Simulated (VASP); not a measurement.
# Pb (Fm-3m) in VASP: further runs

Pb is run at these levels: BLYP+D4, SVWN5, PBE+D4; tasks: single point.

Everything below comes from runs of VASP 6.6.1. Logs are shortened: lines on timing, memory, paths and dates and some standing lists are left out, and cuts for length are marked.

## Step 1: The cell of the first run

Symmetry: Fm-3m, No. 225, cubic system. The conventional cell has a = 4.983 Å, b = 4.983 Å, c = 4.983 Å, α = 90.00°, β = 90.00°, γ = 90.00°. Pb (site symmetry m-3m) has 12 Pb at 3.52 Å within 4.6 Å.

## Step 2: Single point, BLYP+D4

INCAR

```
PREC = Accurate ; ENCUT = 520
EDIFF = 1E-6 ; ISMEAR = -1
SIGMA = 0.05 ; LREAL = False
LASPH = True ; NELM = 80
ALGO = Normal ; ISIF = 2
LWAVE = False ; LCHARG = False
GGA = B5 ; ALDAX = 1.0
AGGAX = 1.0 ; AGGAC = 1.0
ALDAC = 0.0 ; IVDW = 13
VDW_S6 = 1.0 ; VDW_S8 = 2.34076671
VDW_A1 = 0.44488865 ; VDW_A2 = 4.0933009
NBANDS = 13
```

KPOINTS

```
regular mesh
0
Gamma
  9 9 9
```

POSCAR

```
Pb
1.0
    0.0000000000      2.4914113386      2.4914113386
    2.4914113386      0.0000000000      2.4914113386
    2.4914113386      2.4914113386      0.0000000000
Pb
1
Direct
    0.0000000000      0.0000000000      0.0000000000
```

Potentials or basis: VASP PAW PBE potentials, release 64 (Pb_d).

The run is started by

```bash
$ cat potpaw_PBE.64/Pb_d/POTCAR > POTCAR
$ mpirun -np 1 vasp_std > vasp.out
```

OUTCAR:

```text
PREC = Accurate
   ENCUT = 520
   EDIFF = 1E-6
   ISMEAR = -1
   LREAL = False
   LASPH = True
   NELM = 80
   ISIF = 2
   GGA = B5
   IVDW = 13

 ion  position               nearest neighbor table
   1  0.000  0.000  0.000-

  LATTYP: Found a face centered cubic cell.
 ALAT       =     4.9828226772

  Lattice vectors:

 A1 = (   0.0000000000,   2.4914113386,   2.4914113386)
 A2 = (   2.4914113386,   0.0000000000,   2.4914113386)
 A3 = (   2.4914113386,   2.4914113386,   0.0000000000)

Analysis of symmetry for initial positions (statically):
[... 5 lines left out ...]
 face centered cubic supercell.

 Subroutine GETGRP returns: Found 48 space group operations
 (whereof 48 operations were pure point group operations)
 out of a pool of 48 trial point group operations.

The static configuration has the point symmetry O_h .

Analysis of symmetry for dynamics (positions and initial velocities):
[... 5 lines left out ...]
 face centered cubic supercell.

 Subroutine GETGRP returns: Found 48 space group operations
 (whereof 48 operations were pure point group operations)
 out of a pool of 48 trial point group operations.

The dynamic configuration has the point symmetry O_h .

 Subroutine INISYM returns: Found 48 space group operations
 (whereof 48 operations are pure point group operations),
 and found     1 'primitive' translations

----------------------------------------------------------------------------------------

                                     Primitive cell

  volume of cell :      30.9290

  direct lattice vectors                    reciprocal lattice vectors
     0.000000000  2.491411339  2.491411339    -0.200689462  0.200689462  0.200689462
     2.491411339  0.000000000  2.491411339     0.200689462 -0.200689462  0.200689462
     2.491411339  2.491411339  0.000000000     0.200689462  0.200689462 -0.200689462

  length of vectors
     3.523387704  3.523387704  3.523387704     0.347604344  0.347604344  0.347604344

  position of ions in fractional coordinates (direct lattice)
     0.000000000  0.000000000  0.000000000

  ion indices of the primitive-cell ions
   primitive index   ion index
                 1           1

----------------------------------------------------------------------------------------

 KPOINTS: regular mesh

Automatic generation of k-mesh.
 Grid dimensions read from file:
 generate k-points for:    9    9    9

 Generating k-lattice:

  Cartesian coordinates                     Fractional coordinates (reciprocal lattice)
    -0.022298829  0.022298829  0.022298829     0.111111111  0.000000000  0.000000000
     0.022298829 -0.022298829  0.022298829     0.000000000  0.111111111  0.000000000
     0.022298829  0.022298829 -0.022298829     0.000000000  0.000000000  0.111111111

  Length of vectors
     0.038622705  0.038622705  0.038622705

  Shift w.r.t. Gamma in fractional coordinates (k-lattice)
     0.000000000  0.000000000  0.000000000

 Subroutine IBZKPT returns following result:
 ===========================================

 Found     35 irreducible k-points:

 Following reciprocal coordinates:
            Coordinates               Weight
  0.000000  0.000000  0.000000      1.000000
  0.111111  0.000000  0.000000      8.000000
  0.222222  0.000000  0.000000      8.000000
  0.333333  0.000000  0.000000      8.000000
  0.444444  0.000000  0.000000      8.000000
  0.111111  0.111111  0.000000      6.000000
[... 16 lines left out ...]
 -0.333333  0.333333  0.000000     12.000000
  0.444444  0.444444  0.000000      6.000000
 [... further k-points ...]
   k-points           NKPTS =     35   k-points in BZ     NKDIM =     35   number of bands    NBANDS=     13
   number of dos      NEDOS =    301   number of ions     NIONS =      1
   total plane-waves  NPLWV =  21952
   dimension x,y,z NGX =    28 NGY =   28 NGZ =   28
   dimension x,y,z NGXF=    56 NGYF=   56 NGZF=   56
   ions per type =               1
   NGX,Y,Z   is equivalent  to a cutoff of  13.21, 13.21, 13.21 a.u.
   NGXF,Y,Z  is equivalent  to a cutoff of  26.42, 26.42, 26.42 a.u.
 SYSTEM =  unknown system
   PREC   = accura    normal or accurate (medium, high low for compatibility)
   ISTART =      0    job   : 0-new  1-cont  2-samecut
   ICHARG =      2    charge: 1-file 2-atom 10-const
   ISPIN  =      1    spin polarized calculation?
   LNONCOLLINEAR =      F non collinear calculations
   LSORBIT =      F    spin-orbit coupling
   LASPH  =      T    aspherical Exc in radial PAW
   ENCUT  =  520.0 eV  38.22 Ry    6.18 a.u.   6.55  6.55  6.55*2*pi/ulx,y,z
   NELM   =     80;   NELMIN=  2; NELMDL= -5     # of ELM steps
   EDIFF  = 0.1E-05   stopping-criterion for ELM
   LREAL  =      F    real-space projection
   EDIFFG = 0.1E-04   stopping-criterion for IOM
   NSW    =      0    number of steps for IOM
   IBRION =     -1    ionic relax: 0-MD 1-quasi-New 2-CG
   NFREE  =      0    steps in history (QN), initial steepest desc. (CG)
   ISIF   =      2    stress and relaxation
   ISYM   =      2    0-nonsym 1-usesym 2-fastsym
   POTIM  = 0.5000    time-step for ionic-motion
   TEBEG  =    0.0;   TEEND  =   0.0 temperature during run
   PSTRESS=    0.0 pullay stress
   NELECT =      14.0000    total number of electrons
   NUPDOWN=      -1.0000    fix difference up-down
   EMIN   =  10.00;   EMAX   =-10.00  energy-range for DOS
   EFERMI =   0.00;   METHOD = LEGACY
   ISMEAR =    -1;   SIGMA  =   0.05  broadening in eV -4-tet -1-fermi 0-gaus
   EFERMI_NEDOS =   21; number of points for ismear=-14 and -15
   IALGO  =     38    algorithm
   IMIX   =      4    mixing-type and parameters
     AMIX     =   0.40;   BMIX     =  1.00
     AMIX_MAG =   1.60;   BMIX_MAG =  1.00
  volume/ion in A,a.u.               =      30.93       208.72
  Fermi-wavevector in a.u.,A,eV,Ry     =   1.256981  2.375350 21.497225  1.580001
  Thomas-Fermi vector in A             =   2.390662
   LORBIT       =      0    0 simple, 1 ext, 2 COOP (PROOUT), +10 PAW based schemes
   GGA     = B5    functional components
   LHFCALC =     F    Hartree Fock is set to
   AEXX    =    0.0000 exact exchange contribution
   IVDW    =    13    specifies the selected vdW correction
   LEPSILON=     F    determine dielectric tensor
   LRPA    =     F    only Hartree local field effects (RPA)
 non-spin polarized calculation
  energy-cutoff  :      520.00
  volume of cell :       30.93
 maximum number of plane-waves:       869
 NGX is ok and might be reduce to    28
   NGX = 13   NGY = 13   NGZ = 13

 number of electron      14.0000000 magnetization

 Free energy of the ion-electron system (eV)
  ---------------------------------------------------
  ext. energy  EPLUGINS =         0.00000000
  ---------------------------------------------------
  free energy    TOTEN  =        -2.83486515 eV

  energy without entropy =       -2.83142951  energy(sigma->0) =       -2.83314733

 E-fermi :   7.4377     XC(G=0):  -9.5019

 val. band max:        7.2207137160   @ k =  -0.3333   0.3333   0.1111
 cond. band min:       7.4475637587   @ k =   0.3333   0.3333   0.0000
 fundamental gap:      0.2268500427
 Fermi energy:         7.4377237317

 k-point     1 :       0.0000    0.0000    0.0000
  band No.  band energies     occupation
      1      -9.5114      2.00000
      2      -9.5114      2.00000
      3      -9.5114      2.00000
      4      -9.3773      2.00000
      5      -9.3773      2.00000
      6      -4.1031      2.00000
      7      14.6334      0.00000
      8      14.6334      0.00000
      9      14.6334      0.00000
     10      17.5925      0.00000
     11      19.1125      0.00000
     12      20.0213      0.00000
     13      20.0213      0.00000

 k-point     2 :       0.1111    0.0000    0.0000
  band No.  band energies     occupation
      1      -9.5115      2.00000
      2      -9.4956      2.00000
      3      -9.4956      2.00000
      4      -9.3772      2.00000
      5      -9.3772      2.00000
      6      -3.8723      2.00000
      7      12.4371      0.00000
      8      14.3681      0.00000
      9      14.3681      0.00000
     10      17.1547      0.00000
     11      20.0264      0.00000
     12      20.4845      0.00000
     13      20.4845      0.00000

 k-point     3 :       0.2222    0.0000    0.0000
  band No.  band energies     occupation
      1      -9.5150      2.00000
      2      -9.4768      2.00000
      3      -9.4768      2.00000
      4      -9.3553      2.00000
      5      -9.3553      2.00000
      6      -3.1838      2.00000
      7       9.0916      0.00000
      8      13.7934      0.00000
      9      13.7934      0.00000
     10      16.7953      0.00000
     11      19.5919      0.00000
     12      20.1752      0.00000
     13      20.1752      0.00000
[... 305 lines left out ...]
 k-point    23 :      -0.3333    0.3333    0.0000
  band No.  band energies     occupation
      1      -9.5609      2.00000
      2      -9.4093      2.00000
      3      -9.3656      2.00000
      4      -9.3453      2.00000
      5      -9.2848      2.00000
      6       0.2430      2.00000
      7       5.8539      2.00000
      8       6.0906      2.00000
      9      11.0639      0.00000
     10      14.7272      0.00000
     11      21.2964      0.00000
     12      22.8898      0.00000
     13      22.9366      0.00000

 k-point    24 :       0.4444    0.4444    0.0000
  band No.  band energies     occupation
      1      -9.6596      2.00000
      2      -9.5696      2.00000
      3      -9.2620      2.00000
      4      -9.2250      2.00000
      5      -9.2250      2.00000
      6       0.2733      2.00000
      7       4.9104      2.00000
      8       9.6138      0.00000
      9       9.6138      0.00000
     10      13.3550      0.00000
     11      14.4637      0.00000
     12      25.6512      0.00000
     13      27.3272      0.00000

 [... further k-points ...]

------------------------ aborting loop because EDIFF is reached ----------------------------------------

  DFT-D4 for vdW energy calculation

  Edisp (eV):   -0.77545

  FORCE on cell =-STRESS in cart. coord.  units (eV):
  Direction    XX          YY          ZZ          XY          YZ          ZX
  --------------------------------------------------------------------------------------
  -------------------------------------------------------------------------------------
  Total       0.18601     0.18601     0.18601    -0.00000    -0.00000     0.00000
  in kB       9.63558     9.63558     9.63558    -0.00000    -0.00000     0.00000
  external pressure =        9.64 kB  Pullay stress =        0.00 kB

 VOLUME and BASIS-vectors are now :
 -----------------------------------------------------------------------------
  energy-cutoff  :      520.00
  volume of cell :       30.93
      direct lattice vectors                 reciprocal lattice vectors
     0.000000000  2.491411339  2.491411339    -0.200689462  0.200689462  0.200689462
     2.491411339  0.000000000  2.491411339     0.200689462 -0.200689462  0.200689462
     2.491411339  2.491411339  0.000000000     0.200689462  0.200689462 -0.200689462

 POSITION                                       TOTAL-FORCE (eV/Angst)
 -----------------------------------------------------------------------------------
      0.00000      0.00000      0.00000        -0.000000     -0.000000     -0.000000
 -----------------------------------------------------------------------------------
    total drift:                               -0.000000     -0.000000     -0.000000

  FREE ENERGIE OF THE ION-ELECTRON SYSTEM (eV)
  ---------------------------------------------------
  free  energy   TOTEN  =        -3.6103185993 eV

  energy  without entropy=       -3.6068829601  energy(sigma->0) =       -3.60860078
```

It took 17 s on 1 thread of Intel Xeon Platinum 8488C (Sapphire Rapids), shared host; peak memory 0.15 GiB.

Results:

- Free energy: -3.6103 eV
- Pressure: 1.0 GPa
- Band gap on the k mesh: zero (band 7 reaches 14.63 eV, above the bottom of band 8 at 6.09 eV)
- Dispersion energy per atom: -0.775 eV

Caveat: the PAW data sets were made with another functional, which shifts forces and pressure a little; spin-orbit coupling is left out, which moves the levels of the heavy elements; pairwise dispersion overbinds metals, which lowers pressure and volume.

## Step 3: Single point, BLYP+D4

This run uses another cell than the first one, of 31.54 Å³/atom, 1.020 times its volume.

INCAR

```
SYSTEM = Pb
AGGAC = 1.0
AGGAX = 1.0
ALDAC = 0.0
ALDAX = 1.0
ALGO = Normal
EDIFF = 1E-6
ENCUT = 520
GGA = B5
ISIF = 2
ISMEAR = -1
IVDW = 13
LASPH = .True.
LCHARG = .True.
LELF = .True.
LREAL = .False.
LVHAR = .True.
LWAVE = .False.
NBANDS = 13
NELM = 60
PREC = Accurate
SIGMA = 0.05
VDW_A1 = 0.44488865
VDW_A2 = 4.0933009
VDW_S6 = 1.0
VDW_S8 = 2.34076671
```

KPOINTS

```
k-points
0
Gamma
  9 9 9
  0 0 0
```

POSCAR

```
Pb
1.0
    0.0000000000      2.5075897876      2.5075897876
    2.5075897876      0.0000000000      2.5075897876
    2.5075897876      2.5075897876      0.0000000000
Pb
1
Direct
    0.0000000000      0.0000000000      0.0000000000
```

Potentials or basis: VASP PAW PBE potentials, release 64 (Pb_d).

The run is started by

```bash
$ cat potpaw_PBE.64/Pb_d/POTCAR > POTCAR
$ mpirun -np 1 vasp_std > vasp.out
```

Wall time 22 s (1 thread of Intel Xeon Platinum 8488C (Sapphire Rapids), shared host); peak memory 0.15 GiB.

The run converged. Its results:

```
Free energy                : -3.6126 eV
Pressure                   : 0.1 GPa
Band gap on the k mesh     : zero (band 7 reaches 14.27 eV, above the bottom of band 8 at 5.91 eV)
Dispersion energy per atom : -0.761 eV
```

Levels at points of the mesh, in eV from the Fermi level:
| k point | band 3 | band 4 | band 5 | band 6 | band 7 | band 8 | band 9 | band 10 | band 11 | band 12 |
| --- | --- | --- | --- | --- | --- | --- | --- | --- | --- | --- |
| (0.00, 0.00, 0.00) | -16.94 | -16.81 | -16.81 | -11.42 | 7.04 | 7.04 | 7.04 | 10.14 | 11.42 | 12.44 |

Caveat: the PAW data sets were made with another functional, which shifts forces and pressure a little; spin-orbit coupling is left out, which moves the levels of the heavy elements; pairwise dispersion overbinds metals, which lowers pressure and volume.

## Step 4: Single point, SVWN5

INCAR

```
PREC = Accurate ; ENCUT = 520
EDIFF = 1E-6 ; ISMEAR = -1
SIGMA = 0.05 ; LREAL = F
LASPH = T ; NELM = 60
ALGO = Normal ; ISIF = 2
LWAVE = F ; LCHARG = F
GGA = VW ; NBANDS = 13
```

KPOINTS

```
regular mesh
0
Gamma
  9 9 9
```

POSCAR

```
Pb
1.0
    0.0000000000      2.4914113386      2.4914113386
    2.4914113386      0.0000000000      2.4914113386
    2.4914113386      2.4914113386      0.0000000000
Pb
1
Direct
    0.0000000000      0.0000000000      0.0000000000
```

The run is started by

```bash
$ cat potpaw_PBE.64/Pb_d/POTCAR > POTCAR
$ mpirun -np 1 vasp_std > vasp.out
```

Run time: 8.1 s. Hardware: 1 thread of Intel Xeon Platinum 8488C (Sapphire Rapids), shared host; peak memory 0.14 GiB.

Results (log left out):

| Quantity | Value |
| --- | --- |
| Free energy | -4.2398 eV |
| Pressure | -3.1 GPa |
| Band gap on the k mesh | zero (band 7 reaches 13.86 eV, above the bottom of band 8 at 5.18 eV) |

Levels at points of the mesh, in eV from the Fermi level:
```csv
k point,band 5,band 6,band 7,band 8,band 9,band 10
"(0.00, 0.00, 0.00)",-16.66,-11.53,7.31,7.31,7.31,10.01
```

Caveat: the PAW data sets were made with another functional, which shifts forces and pressure a little; spin-orbit coupling is left out, which moves the levels of the heavy elements.

(Part 1 of 2 ends here.)
